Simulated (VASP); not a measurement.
# SnSe (F-43m) in VASP: settings compared, part 2 of 2

VASP 6.6.1.

### 4 Single point, B3LYP

This run uses another cell than the first one, of 40.16 Å³/atom.

POSCAR

```
SnSe
1.0
    0.0000000000      3.4245231689      3.4245231689
    3.4245231689      0.0000000000      3.4245231689
    3.4245231689      3.4245231689      0.0000000000
Sn Se
1 1
Direct
    0.0000000000      0.0000000000      0.0000000000
    0.7500000000      0.7500000000      0.7500000000
```

INCAR.step1

```
PREC = Accurate
ENCUT = 520
EDIFF = 1E-5
ISMEAR = -1
SIGMA = 0.05
LREAL = False
LASPH = True
NELM = 60
ALGO = Normal
ISIF = 2
LWAVE = True
LCHARG = False
NBANDS = 17
GGA = PE
```

INCAR.step2

```
PREC = Accurate
ENCUT = 520
EDIFF = 1E-6
ISMEAR = -1
SIGMA = 0.05
LREAL = False
LASPH = True
NELM = 60
ALGO = Normal
ISIF = 2
LWAVE = False
LCHARG = False
GGA = B3
LHFCALC = True
AEXX = 0.2
AGGAX = 0.72
AGGAC = 0.81
ALDAC = 0.19
PRECFOCK = Normal
NBANDS = 17
ISTART = 1
```

KPOINTS

```
regular mesh
0
Gamma
  4 4 4
```

Potentials or basis: VASP PAW PBE potentials, release 64 (Sn_d, Se).

Run with:

```sh
$ cat potpaw_PBE.64/Sn_d/POTCAR potpaw_PBE.64/Se/POTCAR > POTCAR
$ cp INCAR.step1 INCAR
$ mpirun -np 1 vasp_std > vasp.out
$ cp INCAR.step2 INCAR
$ mpirun -np 1 vasp_std > vasp.out
```

OUTCAR:

```text
PREC = Accurate
   ENCUT = 520
   EDIFF = 1E-6
   ISMEAR = -1
   LREAL = False
   LASPH = True
   NELM = 60
   ISIF = 2
   GGA = B3
   LHFCALC = True
   AEXX = 0.2
   PRECFOCK = Normal
   ISTART = 1

 ion  position               nearest neighbor table
   1  0.000  0.000  0.000-   2 2.97   2 2.97   2 2.97   2 2.97
   2  0.750  0.750  0.750-   1 2.97   1 2.97   1 2.97   1 2.97

  LATTYP: Found a face centered cubic cell.
 ALAT       =     6.8490463378

  Lattice vectors:

 A1 = (   0.0000000000,   3.4245231689,   3.4245231689)
 A2 = (   3.4245231689,   0.0000000000,   3.4245231689)
 A3 = (   3.4245231689,   3.4245231689,   0.0000000000)

Analysis of symmetry for initial positions (statically):
=====================================================================
 Subroutine PRICEL returns:
 Original cell was already a primitive cell.

 Routine SETGRP: Setting up the symmetry group for a
 face centered cubic supercell.

 Subroutine GETGRP returns: Found 24 space group operations
 (whereof 24 operations were pure point group operations)
 out of a pool of 48 trial point group operations.

The static configuration has the point symmetry T_d .

Analysis of symmetry for dynamics (positions and initial velocities):
=====================================================================
 Subroutine PRICEL returns:
 Original cell was already a primitive cell.

 Routine SETGRP: Setting up the symmetry group for a
 face centered cubic supercell.

 Subroutine GETGRP returns: Found 24 space group operations
 (whereof 24 operations were pure point group operations)
 out of a pool of 48 trial point group operations.

The dynamic configuration has the point symmetry T_d .

 Subroutine INISYM returns: Found 24 space group operations
 (whereof 24 operations are pure point group operations),
 and found     1 'primitive' translations

----------------------------------------------------------------------------------------

                                     Primitive cell

  volume of cell :      80.3212

  direct lattice vectors                    reciprocal lattice vectors
     0.000000000  3.424523169  3.424523169    -0.146005728  0.146005728  0.146005728
     3.424523169  0.000000000  3.424523169     0.146005728 -0.146005728  0.146005728
     3.424523169  3.424523169  0.000000000     0.146005728  0.146005728 -0.146005728

  length of vectors
     4.843007110  4.843007110  4.843007110     0.252889340  0.252889340  0.252889340

  position of ions in fractional coordinates (direct lattice)
     0.000000000  0.000000000  0.000000000
     0.750000000  0.750000000  0.750000000

  ion indices of the primitive-cell ions
   primitive index   ion index
                 1           1
                 2           2

----------------------------------------------------------------------------------------

 KPOINTS: regular mesh

Automatic generation of k-mesh.
 Grid dimensions read from file:
 generate k-points for:    4    4    4

 Generating k-lattice:

  Cartesian coordinates                     Fractional coordinates (reciprocal lattice)
    -0.036501432  0.036501432  0.036501432     0.250000000  0.000000000  0.000000000
     0.036501432 -0.036501432  0.036501432     0.000000000  0.250000000  0.000000000
     0.036501432  0.036501432 -0.036501432     0.000000000  0.000000000  0.250000000

  Length of vectors
     0.063222335  0.063222335  0.063222335

  Shift w.r.t. Gamma in fractional coordinates (k-lattice)
     0.000000000  0.000000000  0.000000000

 Subroutine IBZKPT returns following result:
 ===========================================

 Found      8 irreducible k-points:

 Following reciprocal coordinates:
            Coordinates               Weight
  0.000000  0.000000  0.000000      1.000000
  0.250000  0.000000  0.000000      8.000000
  0.500000  0.000000  0.000000      4.000000
  0.250000  0.250000  0.000000      6.000000
  0.500000  0.250000  0.000000     24.000000
 -0.250000  0.250000  0.000000     12.000000
  0.500000  0.500000  0.000000      3.000000
 -0.250000  0.500000  0.250000      6.000000
   k-points           NKPTS =      8   k-points in BZ     NKDIM =     64   number of bands    NBANDS=     17
   number of dos      NEDOS =    301   number of ions     NIONS =      2
   total plane-waves  NPLWV =  46656
   dimension x,y,z NGX =    36 NGY =   36 NGZ =   36
   dimension x,y,z NGXF=    72 NGYF=   72 NGZF=   72
   ions per type =               1   1
   NGX,Y,Z   is equivalent  to a cutoff of  12.36, 12.36, 12.36 a.u.
   NGXF,Y,Z  is equivalent  to a cutoff of  24.72, 24.72, 24.72 a.u.
 SYSTEM =  unknown system
   PREC   = accura    normal or accurate (medium, high low for compatibility)
   ISTART =      1    job   : 0-new  1-cont  2-samecut
   ICHARG =      0    charge: 1-file 2-atom 10-const
   ISPIN  =      1    spin polarized calculation?
   LNONCOLLINEAR =      F non collinear calculations
   LSORBIT =      F    spin-orbit coupling
   LASPH  =      T    aspherical Exc in radial PAW
   ENCUT  =  520.0 eV  38.22 Ry    6.18 a.u.   9.00  9.00  9.00*2*pi/ulx,y,z
   NELM   =     60;   NELMIN=  2; NELMDL=  0     # of ELM steps
   EDIFF  = 0.1E-05   stopping-criterion for ELM
   LREAL  =      F    real-space projection
   EDIFFG = 0.1E-04   stopping-criterion for IOM
   NSW    =      0    number of steps for IOM
   IBRION =     -1    ionic relax: 0-MD 1-quasi-New 2-CG
   NFREE  =      0    steps in history (QN), initial steepest desc. (CG)
   ISIF   =      2    stress and relaxation
   ISYM   =      3    0-nonsym 1-usesym 2-fastsym
   POTIM  = 0.5000    time-step for ionic-motion
   TEBEG  =    0.0;   TEEND  =   0.0 temperature during run
   PSTRESS=    0.0 pullay stress
   NELECT =      20.0000    total number of electrons
   NUPDOWN=      -1.0000    fix difference up-down
   EMIN   =  10.00;   EMAX   =-10.00  energy-range for DOS
   EFERMI =   0.00;   METHOD = LEGACY
   ISMEAR =    -1;   SIGMA  =   0.05  broadening in eV -4-tet -1-fermi 0-gaus
   EFERMI_NEDOS =   21; number of points for ismear=-14 and -15
   IALGO  =     38    algorithm
   IMIX   =      1    mixing-type and parameters
     AMIX     =   0.40;   BMIX     =  1.00
     AMIX_MAG =   1.60;   BMIX_MAG =  1.00
  volume/ion in A,a.u.               =      40.16       271.02
  Fermi-wavevector in a.u.,A,eV,Ry     =   1.029931  1.946287 14.432482  1.060757
  Thomas-Fermi vector in A             =   2.164003
   LORBIT       =      0    0 simple, 1 ext, 2 COOP (PROOUT), +10 PAW based schemes
   GGA     = B3    functional components
   LHFCALC =     T    Hartree Fock is set to
   PRECFOCK=normal    Normal, Fast or Accurate (Low or Medium for compatibility)
   ENCUT4O =  -1.0   cutoff for four orbital integrals eV
   NKREDX  =     1    reduce k-point grid by
   NKREDY  =     1    reduce k-point grid by
   NKREDZ  =     1    reduce k-point grid by
   AEXX    =    0.2000 exact exchange contribution
   HFSCREEN=    0.0000 screening length (either q_TF or 0.3 A-1)
   HFSCREENC=   0.0000 screening length for correlation (either q_TF or 0.3 A-1)
   ENCUTFOCK=  -1.0 apply spherical cutoff to Coloumb kernel
   IVDW    =     0    specifies the selected vdW correction
   LEPSILON=     F    determine dielectric tensor
   LRPA    =     F    only Hartree local field effects (RPA)
 non-spin polarized calculation
  energy-cutoff  :      520.00
  volume of cell :       80.32
 maximum number of plane-waves:      2200
  NGX = 28; NGY = 28; NGZ = 28

 number of electron      19.9999994 magnetization

 Free energy of the ion-electron system (eV)
  ---------------------------------------------------
  ext. energy  EPLUGINS =         0.00000000
  ---------------------------------------------------
  free energy    TOTEN  =        -8.96900212 eV

  energy without entropy =       -8.96899537  energy(sigma->0) =       -8.96899875

 E-fermi :   2.7190     XC(G=0):  -6.0993

 val. band max:        2.2027939349   @ k =  -0.2500   0.5000   0.2500
 cond. band min:       3.2006296304   @ k =   0.5000   0.5000   0.0000
 fundamental gap:      0.9978356955
 Fermi energy:         2.7190352040

 k-point     1 :       0.0000    0.0000    0.0000
  band No.  band energies     occupation
      1     -21.3805      2.00000
      2     -21.3805      2.00000
      3     -21.3805      2.00000
      4     -21.3664      2.00000
      5     -21.3664      2.00000
      6     -11.9163      2.00000
[... 137 lines left out ...]
      4     -21.3674      2.00000
      5     -21.3658      2.00000
      6     -11.3084      2.00000
[... 9 lines left out ...]
     16      12.1292      0.00000
     17      12.4109      0.00000

------------------------ aborting loop because EDIFF is reached ----------------------------------------

  FORCE on cell =-STRESS in cart. coord.  units (eV):
  Direction    XX          YY          ZZ          XY          YZ          ZX
  --------------------------------------------------------------------------------------
  -------------------------------------------------------------------------------------
  Total       -0.0172479     -0.0172479     -0.0172479     -0.0000000      0.0000000      0.0000000
  in kB       -0.3440452     -0.3440452     -0.3440452     -0.0000000      0.0000000      0.0000000
  external PRESSURE =      -0.3440452 kB  Pullay stress =       0.0000000 kB

 VOLUME and BASIS-vectors are now :
 -----------------------------------------------------------------------------
  energy-cutoff  :      520.00
  volume of cell :       80.32
      direct lattice vectors                 reciprocal lattice vectors
     0.000000000  3.424523169  3.424523169    -0.146005728  0.146005728  0.146005728
     3.424523169  0.000000000  3.424523169     0.146005728 -0.146005728  0.146005728
     3.424523169  3.424523169  0.000000000     0.146005728  0.146005728 -0.146005728

 POSITION                                       TOTAL-FORCE (eV/Angst)
 -----------------------------------------------------------------------------------
      0.00000      0.00000      0.00000        -0.000000      0.000000      0.000000
      5.13678      5.13678      5.13678         0.000000     -0.000000     -0.000000
 -----------------------------------------------------------------------------------
    total drift:                                0.000001      0.000030      0.000004

  FREE ENERGIE OF THE ION-ELECTRON SYSTEM (eV)
  ---------------------------------------------------
  free  energy   TOTEN  =        -8.9690021240 eV

  energy  without entropy=       -8.9689953700  energy(sigma->0) =       -8.96899875
```

Wall time 18 min (1 thread of Intel Xeon 8259CL, shared host); peak memory 0.23 GiB.

What came out:

```yaml
Free_energy: -8.9690 eV
Pressure: 0.0 GPa
Band_gap_on_the_k_mesh: 1.00 eV (least direct gap 1.62 eV)
```

Levels at points of the mesh, in eV from the valence-band top:
| k point | band 7 | band 8 | band 9 | band 10 | band 11 | band 12 | band 13 | band 14 |
| --- | --- | --- | --- | --- | --- | --- | --- | --- |
| (0.00, 0.00, 0.00) | -5.88 | -2.33 | -2.33 | -2.33 | 2.45 | 2.45 | 2.45 | 5.87 |
| (0.50, 0.00, 0.00) | -7.67 | -2.86 | -2.86 | -2.23 | 3.23 | 3.23 | 4.23 | 7.47 |
| (0.50, 0.50, 0.00) | -7.96 | -3.56 | -3.56 | -0.63 | 1.00 | 5.27 | 5.27 | 6.71 |

Caveat: the PAW data sets were made with another functional, which shifts forces and pressure a little; spin-orbit coupling is left out, which moves the levels of the heavy elements. A k mesh can miss the band edges.

### 5 Single point, r2SCAN-based global hybrid with 15 % exact exchange

POSCAR

```
SnSe
1.0
    0.0000000000      3.3908400000      3.3908400000
    3.3908400000      0.0000000000      3.3908400000
    3.3908400000      3.3908400000      0.0000000000
Sn Se
1 1
Direct
    0.0000000000      0.0000000000      0.0000000000
    0.7500000000      0.7500000000      0.7500000000
```

INCAR.step1

```
SYSTEM = SnSe
PREC = Accurate
ENCUT = 520
EDIFF = 1E-5
ISMEAR = -1
SIGMA = 0.05
LREAL = .False.
LASPH = .True.
NELM = 100
ALGO = Normal
ISIF = 2
LWAVE = .True.
NBANDS = 17
GGA = PE
```

INCAR.step2

```
SYSTEM = SnSe
PREC = Accurate
ENCUT = 520
EDIFF = 1E-7
ISMEAR = -1
SIGMA = 0.05
LREAL = .False.
LASPH = .True.
NELM = 100
ALGO = Normal
ISIF = 2
LWAVE = .False.
LCHARG = .True.
METAGGA = R2SCAN
LHFCALC = .True.
AEXX = 0.15
LMIXTAU = .True.
PRECFOCK = Normal
LELF = .True.
LVHAR = .True.
NBANDS = 17
ISTART = 1
```

KPOINTS

```
Automatic mesh
0
Gamma
  4 4 4
  0 0 0
```

Run with:

```sh
$ cat potpaw_PBE.64/Sn_d/POTCAR potpaw_PBE.64/Se/POTCAR > POTCAR
$ cp INCAR.step1 INCAR
$ mpirun -np 1 vasp_std > vasp.out
$ cp INCAR.step2 INCAR
$ mpirun -np 1 vasp_std > vasp.out
```

It took 37 min on 1 thread of Intel Xeon 8259CL, shared host; peak memory 0.24 GiB.

Results (log left out):

| Quantity | Value |
| --- | --- |
| Free energy | -36.1885 eV |
| Pressure | -1.1 GPa |
| Band gap on the k mesh | 0.69 eV (least direct gap 1.39 eV) |

Levels at points of the mesh, in eV from the valence-band top:
| k point | band 8 | band 9 | band 10 | band 11 | band 12 | band 13 |
| --- | --- | --- | --- | --- | --- | --- |
| (0.00, 0.00, 0.00) | -2.62 | -2.62 | -2.62 | 2.25 | 2.25 | 2.25 |
| (0.50, 0.00, 0.00) | -3.17 | -3.17 | -2.33 | 3.05 | 3.05 | 4.16 |
| (0.50, 0.50, 0.00) | -3.90 | -3.90 | -0.70 | 0.69 | 5.30 | 5.30 |

Caveat: the PAW data sets were made with another functional, which shifts forces and pressure a little; spin-orbit coupling is left out, which moves the levels of the heavy elements.

### 6 Single point, r2SCAN-based global hybrid with 35 % exact exchange

POSCAR is that of step 5.

INCAR.step1

```
SYSTEM = SnSe
  ALGO = Normal
  EDIFF = 1E-5
  ENCUT = 520
  GGA = PE
  ISIF = 2
  ISMEAR = -1
  LASPH = .TRUE.
  LREAL = .FALSE.
  LWAVE = .TRUE.
  NBANDS = 17
  NELM = 60
  PREC = Accurate
  SIGMA = 0.05
```

INCAR.step2

```
SYSTEM = SnSe
  AEXX = 0.35
  ALGO = Normal
  EDIFF = 1E-6
  ENCUT = 520
  ISIF = 2
  ISMEAR = -1
  ISTART = 1
  LASPH = .TRUE.
  LCHARG = .TRUE.
  LELF = .TRUE.
  LHFCALC = .TRUE.
  LMIXTAU = .TRUE.
  LREAL = .FALSE.
  LVHAR = .TRUE.
  LWAVE = .FALSE.
  METAGGA = R2SCAN
  NBANDS = 17
  NELM = 60
  PREC = Accurate
  PRECFOCK = Normal
  SIGMA = 0.05
```

KPOINTS

```
k-points
0
G
  4 4 4
  0 0 0
```

Potentials or basis: VASP PAW PBE potentials, release 64 (Sn_d, Se).

Run with:

```sh
$ cat potpaw_PBE.64/Sn_d/POTCAR potpaw_PBE.64/Se/POTCAR > POTCAR
$ cp INCAR.step1 INCAR
$ mpirun -np 1 vasp_std > vasp.out
$ cp INCAR.step2 INCAR
$ mpirun -np 1 vasp_std > vasp.out
```

Wall time 21 min (1 thread of Intel Xeon 8259CL, shared host); peak memory 0.24 GiB.

Results (log left out):

- Free energy: -32.0925 eV
- Pressure: -1.3 GPa
- Band gap on the k mesh: 1.48 eV (least direct gap 2.24 eV)

Levels at points of the mesh, in eV from the valence-band top:
```
           k point  band 8  band 9  band 10  band 11  band 12  band 13
(0.00, 0.00, 0.00)   -2.87   -2.87    -2.87     3.14     3.14     3.14
(0.50, 0.00, 0.00)   -3.45   -3.45    -2.48     3.98     3.98     5.13
(0.50, 0.50, 0.00)   -4.23   -4.23    -0.76     1.48     6.39     6.39
```

Caveat: the PAW data sets were made with another functional, which shifts forces and pressure a little; spin-orbit coupling is left out, which moves the levels of the heavy elements. A k mesh can miss the band edges.

### 7 Overview

```csv
level,cell,share of exact exchange,screening parameter,gap on the mesh (eV),pressure (GPa)
PBE-based screened hybrid with 25 % exact exchange,"a = 4.795 Å, angles 60.0°, 2 atoms",0.25,0.3 1/Å,0.29,-0.7
PBEsol-based screened hybrid with 25 % exact exchange,"a = 4.795 Å, angles 60.0°, 2 atoms",0.25,0.207 1/Å,0.33,-1.8
B3LYP,"a = 4.843 Å, angles 60.0°, 2 atoms",0.2,-,1.00,0.0
r2SCAN-based global hybrid with 15 % exact exchange,"a = 4.795 Å, angles 60.0°, 2 atoms",0.15,-,0.69,-1.1
r2SCAN-based global hybrid with 35 % exact exchange,"a = 4.795 Å, angles 60.0°, 2 atoms",0.35,-,1.48,-1.3
```

Alike in all rows: task single point; potentials or basis VASP PAW PBE potentials, release 64 (Sn_d, Se); no spin polarisation; k mesh 4 × 4 × 4; cutoff (eV) 520; smearing fermi-dirac 0.05 eV.

On the cell as given the gap runs from 0.29 eV (PBE-based screened hybrid with 25 % exact exchange) to 1.48 eV (r2SCAN-based global hybrid with 35 % exact exchange). The pressure there spans -1.8 GPa (PBEsol-based screened hybrid with 25 % exact exchange) to -0.7 GPa (PBE-based screened hybrid with 25 % exact exchange); a positive pressure means that this level wants a larger cell, a negative one a smaller.

Caveats: the PAW data sets were made with another functional, which shifts forces and pressure a little; spin-orbit coupling is left out, which moves the levels of the heavy elements.

Absolute energies hang on the potentials; compare differences alone.
